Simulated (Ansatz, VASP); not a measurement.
**One calculation of Ag, two programs**

Contents of INCAR:

```
  PREC = Accurate
  ENCUT = 520
  EDIFF = 1E-7
  ISMEAR = -1
  SIGMA = 0.05
  LREAL = F
  LASPH = T
  NELM = 100
  ALGO = Normal
  ISIF = 2
  LWAVE = F
  LCHARG = F
  NBANDS = 18
```

The input KPOINTS:

```
Automatic mesh
0
Gamma
  14 14 8
```

POSCAR

```
Ag
1.0
    2.9494026067      0.0000000000      0.0000000000
   -1.4747013034      2.5542575834      0.0000000000
    0.0000000000      0.0000000000      4.8217227788
Ag
2
Direct
    0.3333333333      0.6666666667      0.2500000000
    0.6666666667      0.3333333333      0.7500000000
```

Input for Ansatz:

```yaml
crystal:
  lattice:
    - [2.9494026067, 0.0, 0.0]
    - [-1.4747013034, 2.5542575834, 0.0]
    - [0.0, 0.0, 4.8217227788]
  atoms:
    - { symbol: Ag, position: [0.3333333333, 0.6666666667, 0.25] }
    - { symbol: Ag, position: [0.6666666667, 0.3333333333, 0.75] }
kpoints:
  mp_grid: { grid: [14, 14, 8] }
  band_path:
    path:
      - [0.0, 0.0, 0.0]
      - [0.5, 0.0, 0.0]
      - [0.3333333333, 0.3333333333, 0.0]
      - [0.0, 0.0, 0.0]
      - [0.0, 0.0, 0.5]
      - [0.5, 0.0, 0.5]
      - [0.3333333333, 0.3333333333, 0.5]
      - [0.0, 0.0, 0.5]
      - [0.5, 0.0, 0.5]
    npoints: 5
scf:
  occupations: { method: fermi_dirac, width: 0.05 }
hamiltonian:
  xc: lda
  pseudopotentials: { kind: all_electron, lapw: { basis_error: 0.00025 } }
output:
  forces: true
  stress: true
  eigenvalues: true
```

Change from the starting cell: volume scaled by 1.02.

Alike in both runs: task single point; functional LDA; k mesh 14 × 14 × 8; occupations fermi-dirac, width 0.05 eV; no spin polarisation.

```csv
,VASP,Ansatz
version,VASP 6.6.1,Ansatz 0.2.0
potentials or method,"VASP PAW LDA potentials, release 64 (Ag), cutoff 520 eV","all-electron LAPW, scalar-relativistic"
```

Ansatz gave:

- pressure (GPa): -11.9
- traceless stress, the component that is largest in VASP (GPa): -0.23

Problem. Estimate VASP's values.

Solution. Pressure (GPa): -11.8; traceless stress, the component that is largest in VASP (GPa): -0.24.

LDA's correlation is that of Perdew and Zunger in VASP and of Perdew and Wang (1992) in Ansatz. Ansatz ran all-electron here, and VASP with PAW potentials.
